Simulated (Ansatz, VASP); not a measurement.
InP: VASP beside Ansatz

The input INCAR:

```
SYSTEM = InP
ALGO = Normal
EDIFF = 1E-6
ENCUT = 500
GGA = CA
GGA_COMPAT = .False.
ISIF = 2
ISMEAR = 0
LASPH = .True.
LCHARG = .False.
LREAL = .False.
LWAVE = .False.
NBANDS = 16
NELM = 120
PREC = Accurate
SIGMA = 0.01
```

The input KPOINTS:

```
k-points
0
Gamma
  6 6 6
  0 0 0
```

POSCAR

```
InP
1.0
    0.0000000000      2.9537876370      2.9537876370
    2.9537876370      0.0000000000      2.9537876370
    2.9537876370      2.9537876370      0.0000000000
In P
1 1
Direct
    0.0000000000      0.0000000000      0.0000000000
    0.2500000000      0.2500000000      0.2500000000
```

Input for Ansatz:

```yaml
crystal:
  lattice:
    - [0.0, 2.953787637, 2.953787637]
    - [2.953787637, 0.0, 2.953787637]
    - [2.953787637, 2.953787637, 0.0]
  atoms:
    - { symbol: In, position: [0.0, 0.0, 0.0] }
    - { symbol: P, position: [0.25, 0.25, 0.25] }
kpoints:
  mp_grid: { grid: [6, 6, 6] }
hamiltonian:
  xc: lda
scf:
  occupations: { method: fixed }
  n_extra_bands: 4
output:
  forces: true
  stress: true
  eigenvalues: true
```

Alike in both runs: task single point; functional LDA; k mesh 6 × 6 × 6; no spin polarisation.

|  | VASP | Ansatz |
| --- | --- | --- |
| version | VASP 6.6.1 | Ansatz 0.2.0 |
| potentials or method | VASP PAW LDA potentials, release 64 (In_d, P) | plane waves |
| plane-wave cutoff (eV) | 500 | 420 |
| occupations | gaussian, width 0.01 eV | fixed |
| valence electrons in the cell | 18 | 18 |

Ansatz gave:

```
gap on the k mesh at the Fermi level (eV) : 0.35
pressure (GPa)                            : -2.7
```

Task: What did VASP give for the same quantities?

Result: gap on the k mesh at the Fermi level (eV): 0.38; pressure (GPa): -2.7.

LDA's correlation is that of Perdew and Zunger in VASP and of Perdew and Wang (1992) in Ansatz.
